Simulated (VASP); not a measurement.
# Rh (Pm-3m) in VASP: notebook

The runs below take Rh through single point, relaxation of cell and atoms, with PBEsol.

All numbers are computed with VASP 6.6.1; they aren't measurements. Logs are shortened: lines on timing, memory, paths and dates and some standing lists are left out, and cuts for length are marked.

## (1) The cell of the first run

The structure is cubic, space group Pm-3m (No. 221). The conventional cell has a = 2.499 Å, b = 2.499 Å, c = 2.499 Å, α = 90.00°, β = 90.00°, γ = 90.00°. Within 3.3 Å of Rh (site symmetry m-3m) lie 6 Rh at 2.50 Å.

## (2) Single point, PBEsol

The input, INCAR:

```
SYSTEM = Rh
  PREC = Accurate
  ENCUT = 520
  EDIFF = 1E-6
  ISMEAR = 0
  SIGMA = 0.05
  LREAL = .False.
  LASPH = .True.
  NELM = 80
  ALGO = Normal
  ISIF = 2
  LWAVE = .False.
  LCHARG = .True.
  GGA = PS
  LELF = .True.
  LVHAR = .True.
  NBANDS = 14
```

The input, KPOINTS:

```
Automatic mesh
0
Gamma
  17 17 17
  0 0 0
```

The input, POSCAR:

```
Rh
1.0
    2.4986408712      0.0000000000      0.0000000000
    0.0000000000      2.4986408712      0.0000000000
    0.0000000000      0.0000000000      2.4986408712
Rh
1
Direct
    0.0000000000      0.0000000000      0.0000000000
```

Potentials or basis: VASP PAW PBE potentials, release 64 (Rh_pv).

The run is started by

```bash
$ cat potpaw_PBE.64/Rh_pv/POTCAR > POTCAR
$ mpirun -np 1 vasp_std > vasp.out
```

OUTCAR:

```text
SYSTEM = Rh
   PREC = Accurate
   ENCUT = 520
   EDIFF = 1E-6
   ISMEAR = 0
   LREAL = .False.
   LASPH = .True.
   NELM = 80
   ISIF = 2
   GGA = PS

 ion  position               nearest neighbor table
   1  0.000  0.000  0.000-

  LATTYP: Found a simple cubic cell.
 ALAT       =     2.4986408712

  Lattice vectors:

 A1 = (   2.4986408712,   0.0000000000,   0.0000000000)
 A2 = (   0.0000000000,   2.4986408712,   0.0000000000)
 A3 = (   0.0000000000,   0.0000000000,   2.4986408712)

Analysis of symmetry for initial positions (statically):
=====================================================================
 Subroutine PRICEL returns:
 Original cell was already a primitive cell.

 Routine SETGRP: Setting up the symmetry group for a
 simple cubic supercell.

 Subroutine GETGRP returns: Found 48 space group operations
 (whereof 48 operations were pure point group operations)
 out of a pool of 48 trial point group operations.

The static configuration has the point symmetry O_h .

Analysis of symmetry for dynamics (positions and initial velocities):
=====================================================================
 Subroutine PRICEL returns:
 Original cell was already a primitive cell.

 Routine SETGRP: Setting up the symmetry group for a
 simple cubic supercell.

 Subroutine GETGRP returns: Found 48 space group operations
 (whereof 48 operations were pure point group operations)
 out of a pool of 48 trial point group operations.

The dynamic configuration has the point symmetry O_h .

 Subroutine INISYM returns: Found 48 space group operations
 (whereof 48 operations are pure point group operations),
 and found     1 'primitive' translations

----------------------------------------------------------------------------------------

                                     Primitive cell

  volume of cell :      15.5995

  direct lattice vectors                    reciprocal lattice vectors
     2.498640871  0.000000000  0.000000000     0.400217579  0.000000000  0.000000000
     0.000000000  2.498640871  0.000000000     0.000000000  0.400217579  0.000000000
     0.000000000  0.000000000  2.498640871     0.000000000  0.000000000  0.400217579

  length of vectors
     2.498640871  2.498640871  2.498640871     0.400217579  0.400217579  0.400217579

  position of ions in fractional coordinates (direct lattice)
     0.000000000  0.000000000  0.000000000

  ion indices of the primitive-cell ions
   primitive index   ion index
                 1           1

----------------------------------------------------------------------------------------

 KPOINTS: Automatic mesh

Automatic generation of k-mesh.
 Grid dimensions read from file:
 generate k-points for:   17   17   17

 Generating k-lattice:

  Cartesian coordinates                     Fractional coordinates (reciprocal lattice)
     0.023542211  0.000000000  0.000000000     0.058823529  0.000000000  0.000000000
     0.000000000  0.023542211  0.000000000     0.000000000  0.058823529  0.000000000
     0.000000000  0.000000000  0.023542211     0.000000000  0.000000000  0.058823529

  Length of vectors
     0.023542211  0.023542211  0.023542211

  Shift w.r.t. Gamma in fractional coordinates (k-lattice)
     0.000000000  0.000000000  0.000000000

 Subroutine IBZKPT returns following result:
 ===========================================

 Found    165 irreducible k-points:

 Following reciprocal coordinates:
            Coordinates               Weight
  0.000000  0.000000  0.000000      1.000000
  0.058824  0.000000  0.000000      6.000000
  0.117647  0.000000  0.000000      6.000000
  0.176471  0.000000  0.000000      6.000000
  0.235294  0.000000  0.000000      6.000000
  0.294118  0.000000  0.000000      6.000000
[... 16 lines left out ...]
  0.411765  0.117647  0.000000     24.000000
  0.470588  0.117647  0.000000     24.000000
 [... further k-points ...]
   k-points           NKPTS =    165   k-points in BZ     NKDIM =    165   number of bands    NBANDS=     14
   number of dos      NEDOS =    301   number of ions     NIONS =      1
   total plane-waves  NPLWV =   8000
   dimension x,y,z NGX =    20 NGY =   20 NGZ =   20
   dimension x,y,z NGXF=    40 NGYF=   40 NGZF=   40
   ions per type =               1
   NGX,Y,Z   is equivalent  to a cutoff of  13.31, 13.31, 13.31 a.u.
   NGXF,Y,Z  is equivalent  to a cutoff of  26.61, 26.61, 26.61 a.u.
 SYSTEM =  Rh
   PREC   = accura    normal or accurate (medium, high low for compatibility)
   ISTART =      0    job   : 0-new  1-cont  2-samecut
   ICHARG =      2    charge: 1-file 2-atom 10-const
   ISPIN  =      1    spin polarized calculation?
   LNONCOLLINEAR =      F non collinear calculations
   LSORBIT =      F    spin-orbit coupling
   LASPH  =      T    aspherical Exc in radial PAW
   ENCUT  =  520.0 eV  38.22 Ry    6.18 a.u.   4.65  4.65  4.65*2*pi/ulx,y,z
   NELM   =     80;   NELMIN=  2; NELMDL= -5     # of ELM steps
   EDIFF  = 0.1E-05   stopping-criterion for ELM
   LREAL  =      F    real-space projection
   EDIFFG = 0.1E-04   stopping-criterion for IOM
   NSW    =      0    number of steps for IOM
   IBRION =     -1    ionic relax: 0-MD 1-quasi-New 2-CG
   NFREE  =      0    steps in history (QN), initial steepest desc. (CG)
   ISIF   =      2    stress and relaxation
   ISYM   =      2    0-nonsym 1-usesym 2-fastsym
   POTIM  = 0.5000    time-step for ionic-motion
   TEBEG  =    0.0;   TEEND  =   0.0 temperature during run
   PSTRESS=    0.0 pullay stress
   NELECT =      15.0000    total number of electrons
   NUPDOWN=      -1.0000    fix difference up-down
   EMIN   =  10.00;   EMAX   =-10.00  energy-range for DOS
   EFERMI =   0.00;   METHOD = LEGACY
   ISMEAR =     0;   SIGMA  =   0.05  broadening in eV -4-tet -1-fermi 0-gaus
   EFERMI_NEDOS =   21; number of points for ismear=-14 and -15
   IALGO  =     38    algorithm
   IMIX   =      4    mixing-type and parameters
     AMIX     =   0.40;   BMIX     =  1.00
     AMIX_MAG =   1.60;   BMIX_MAG =  1.00
  volume/ion in A,a.u.               =      15.60       105.27
  Fermi-wavevector in a.u.,A,eV,Ry     =   1.615851  3.053516 35.524480  2.610976
  Thomas-Fermi vector in A             =   2.710532
   LORBIT       =      0    0 simple, 1 ext, 2 COOP (PROOUT), +10 PAW based schemes
   GGA     = PS    functional components
   LHFCALC =     F    Hartree Fock is set to
   AEXX    =    0.0000 exact exchange contribution
   IVDW    =     0    specifies the selected vdW correction
   LEPSILON=     F    determine dielectric tensor
   LRPA    =     F    only Hartree local field effects (RPA)
 non-spin polarized calculation
 Gauss-broadening in eV      SIGMA  =   0.05
  energy-cutoff  :      520.00
  volume of cell :       15.60
 maximum number of plane-waves:       441
 NGX is ok and might be reduce to    20
   NGX =  9   NGY =  9   NGZ =  9

 number of electron      14.9999993 magnetization

 Free energy of the ion-electron system (eV)
  ---------------------------------------------------
  ext. energy  EPLUGINS =         0.00000000
  ---------------------------------------------------
  free energy    TOTEN  =        -7.25365898 eV

  energy without entropy =       -7.25153347  energy(sigma->0) =       -7.25259622

 E-fermi :   9.7314     XC(G=0): -13.2716

 val. band max:        9.7274052676   @ k =   0.3529   0.3529   0.1765
 cond. band min:       9.7450643664   @ k =   0.1765   0.0588   0.0000
 fundamental gap:      0.0176590988
 Fermi energy:         9.7314316813

 k-point     1 :       0.0000    0.0000    0.0000
  band No.  band energies     occupation
      1     -36.2906      2.00000
      2     -36.2906      2.00000
      3     -36.2906      2.00000
      4       2.6234      2.00000
      5       4.3082      2.00000
      6       4.3082      2.00000
      7      10.5613      0.00000
      8      10.5613      0.00000
      9      10.5613      0.00000
     10      26.7811      0.00000
     11      26.7811      0.00000
     12      26.7811      0.00000
     13      30.6612      0.00000
     14      34.4211      0.00000

 k-point     2 :       0.0588    0.0000    0.0000
  band No.  band energies     occupation
      1     -36.3191      2.00000
      2     -36.2882      2.00000
      3     -36.2882      2.00000
      4       2.7272      2.00000
      5       4.3291      2.00000
      6       4.4052      2.00000
      7      10.4682      0.00000
      8      10.4682      0.00000
      9      10.5685      0.00000
     10      26.0657      0.00000
     11      26.9655      0.00000
     12      26.9655      0.00000
     13      30.6642      0.00000
     14      33.8140      0.00000

 k-point     3 :       0.1176    0.0000    0.0000
  band No.  band energies     occupation
      1     -36.4001      2.00000
      2     -36.2814      2.00000
      3     -36.2814      2.00000
      4       3.0132      2.00000
      5       4.3895      2.00000
      6       4.7082      2.00000
      7      10.2101      0.00000
      8      10.2101      0.00000
      9      10.5892      0.00000
     10      24.4953      0.00000
     11      27.4938      0.00000
     12      27.4938      0.00000
     13      30.6672      0.00000
     14      32.6565      0.00000

 k-point     4 :       0.1765    0.0000    0.0000
  band No.  band energies     occupation
      1     -36.5216      2.00000
      2     -36.2711      2.00000
      3     -36.2711      2.00000
      4       3.4138      2.00000
      5       4.4827      2.00000
      6       5.2441      2.00000
      7       9.8407      0.00199
      8       9.8407      0.00199
      9      10.6207      0.00000
     10      22.7088      0.00000
     11      28.3010      0.00000
     12      28.3010      0.00000
     13      30.6691      0.00000
     14      31.3508      0.00000

 k-point     5 :       0.2353    0.0000    0.0000
  band No.  band energies     occupation
      1     -36.6662      2.00000
      2     -36.2586      2.00000
      3     -36.2586      2.00000
      4       3.8537      2.00000
      5       4.5977      2.00000
      6       6.0174      2.00000
      7       9.4253      2.00000
      8       9.4253      2.00000
      9      10.6590      0.00000
     10      20.9613      0.00000
     11      29.3042      0.00000
[... 276 lines left out ...]
 k-point    22 :       0.3529    0.1176    0.0000
  band No.  band energies     occupation
      1     -36.9323      2.00000
      2     -36.3399      2.00000
      3     -36.2252      2.00000
      4       4.8547      2.00000
      5       5.3216      2.00000
      6       7.1646      2.00000
      7       8.7340      2.00000
      8       9.3800      2.00000
      9      10.4211      0.00000
     10      18.3160      0.00000
     11      27.4949      0.00000
     12      29.6597      0.00000
     13      30.6813      0.00000
     14      32.3301      0.00000

 k-point    23 :       0.4118    0.1176    0.0000
  band No.  band energies     occupation
      1     -37.0292      2.00000
      2     -36.3306      2.00000
      3     -36.2164      2.00000
      4       5.0384      2.00000
      5       5.5536      2.00000
      6       7.1057      2.00000
      7       8.4929      2.00000
      8      10.1898      0.00000
      9      10.4527      0.00000
     10      17.0861      0.00000
     11      27.5077      0.00000
     12      29.9073      0.00000
     13      30.6820      0.00000
     14      32.6896      0.00000

 k-point    24 :       0.4706    0.1176    0.0000
  band No.  band energies     occupation
      1     -37.0808      2.00000
      2     -36.3256      2.00000
      3     -36.2117      2.00000
      4       5.1210      2.00000
      5       5.7246      2.00000
      6       6.9865      2.00000
      7       8.3671      2.00000
      8      10.4698      0.00000
      9      10.8388      0.00000
     10      16.3114      0.00000
     11      27.4011      0.00000
     12      30.4494      0.00000
     13      30.6784      0.00000
     14      31.6691      0.00000

 [... further k-points ...]

------------------------ aborting loop because EDIFF is reached ----------------------------------------

  FORCE on cell =-STRESS in cart. coord.  units (eV):
  Direction    XX          YY          ZZ          XY          YZ          ZX
  --------------------------------------------------------------------------------------
  -------------------------------------------------------------------------------------
  Total        0.0027761      0.0027761      0.0027761      0.0000000      0.0000000      0.0000000
  in kB        0.2851238      0.2851238      0.2851238      0.0000000      0.0000000      0.0000000
  external PRESSURE =       0.2851238 kB  Pullay stress =       0.0000000 kB

 VOLUME and BASIS-vectors are now :
 -----------------------------------------------------------------------------
  energy-cutoff  :      520.00
  volume of cell :       15.60
      direct lattice vectors                 reciprocal lattice vectors
     2.498640871  0.000000000  0.000000000     0.400217579  0.000000000  0.000000000
     0.000000000  2.498640871  0.000000000     0.000000000  0.400217579  0.000000000
     0.000000000  0.000000000  2.498640871     0.000000000  0.000000000  0.400217579

 POSITION                                       TOTAL-FORCE (eV/Angst)
 -----------------------------------------------------------------------------------
      0.00000      0.00000      0.00000         0.000000      0.000000      0.000000
 -----------------------------------------------------------------------------------
    total drift:                               -0.000000      0.000000      0.000000

  FREE ENERGIE OF THE ION-ELECTRON SYSTEM (eV)
  ---------------------------------------------------
  free  energy   TOTEN  =        -7.2536589786 eV

  energy  without entropy=       -7.2515334697  energy(sigma->0) =       -7.25259622
```

Wall time 17 s (1 thread of Intel Xeon Platinum 8559C (Emerald Rapids), shared host); peak memory 0.14 GiB.

What came out:

| Quantity | Value |
| --- | --- |
| Free energy | -7.2537 eV |
| Pressure | 0.0 GPa |

Levels at points of the mesh, in eV from the Fermi level:
| k point | band 5 | band 6 | band 7 | band 8 | band 9 | band 10 | band 11 | band 12 |
| --- | --- | --- | --- | --- | --- | --- | --- | --- |
| (0.00, 0.00, 0.00) | -5.42 | -5.42 | 0.83 | 0.83 | 0.83 | 17.05 | 17.05 | 17.05 |

Caveat: the PAW data sets were made with another functional, which shifts forces and pressure a little.

## (3) Relaxation of cell and atoms, PBEsol

This run uses another cell than the first one, of 15.07 Å³/atom, 0.966 times its volume.

The input, INCAR:

```
PREC     = Accurate       # precision mode
ENCUT    = 600            # plane-wave cutoff, eV
EDIFF    = 1E-6           # SCF threshold, eV
ISMEAR   = 0              # smearing method
SIGMA    = 0.05           # smearing width, eV
LREAL    = F              # projectors in reciprocal space
LASPH    = T              # aspherical terms in the spheres
NELM     = 60             # most SCF steps
ALGO     = Normal         # electronic algorithm
ISIF     = 3              # what is computed and relaxed
LWAVE    = F              # write WAVECAR
LCHARG   = F              # write CHGCAR
GGA      = PS             # functional
IBRION   = 2              # ionic algorithm
NSW      = 60             # ionic steps
EDIFFG   = -0.03          # ionic threshold
```

The input, KPOINTS:

```
Automatic mesh
0
Gamma
  17 17 17
```

The input, POSCAR:

```
Rh
1.0
    2.4700000000      0.0000000000      0.0000000000
    0.0000000000      2.4700000000      0.0000000000
    0.0000000000      0.0000000000      2.4700000000
Rh
1
Direct
    0.0000000000      0.0000000000      0.0000000000
```

Potentials or basis: VASP PAW PBE potentials, release 64 (Rh_pv).

The run is started by

```bash
$ cat potpaw_PBE.64/Rh_pv/POTCAR > POTCAR
$ mpirun -np 1 vasp_std > vasp.out
```

Wall time 31 s (1 thread of Intel Xeon Platinum 8559C (Emerald Rapids), shared host); peak memory 0.15 GiB.

It converged, with:

* Free energy: -7.2530 eV
* Relaxed volume: 15.61 Å³/atom
* Relaxed cell: a = 2.499 Å, b = 2.499 Å, c = 2.499 Å, α = 90.00°, β = 90.00°, γ = 90.00°
* Space group after relaxing (to 0.05 Å): Pm-3m (No. 221)
* Energy gained by relaxing: 12.8 meV/atom
* Ionic steps: 3
* Pressure after relaxing: -0.2 GPa

The path:
| step | energy change (eV) | largest force (eV/Å) | pressure (GPa) | volume (Å³) |
| --- | --- | --- | --- | --- |
| 1 | 0.0000 | 0.0000 | 8.05 | 15.07 |
| 2 | 0.0395 | 0.0000 | -13.26 | 16.78 |
| 3 | -0.0128 | 0.0000 | -0.19 | 15.61 |

Final structure:
```
Rh
1.0
     2.49936    0.00000    0.00000
     0.00000    2.49936    0.00000
     0.00000    0.00000    2.49936
Rh
1
Cartesian
  0.0000 0.0000 0.0000
```

Levels at points of the mesh, in eV from the Fermi level:
| k point | band 4 | band 5 | band 6 | band 7 | band 8 | band 9 | band 10 | band 11 |
| --- | --- | --- | --- | --- | --- | --- | --- | --- |
| (0.00, 0.00, 0.00) | -7.10 | -5.42 | -5.42 | 0.83 | 0.83 | 0.83 | 17.04 | 17.04 |

Caveat: the PAW data sets were made with another functional, which shifts forces and pressure a little.
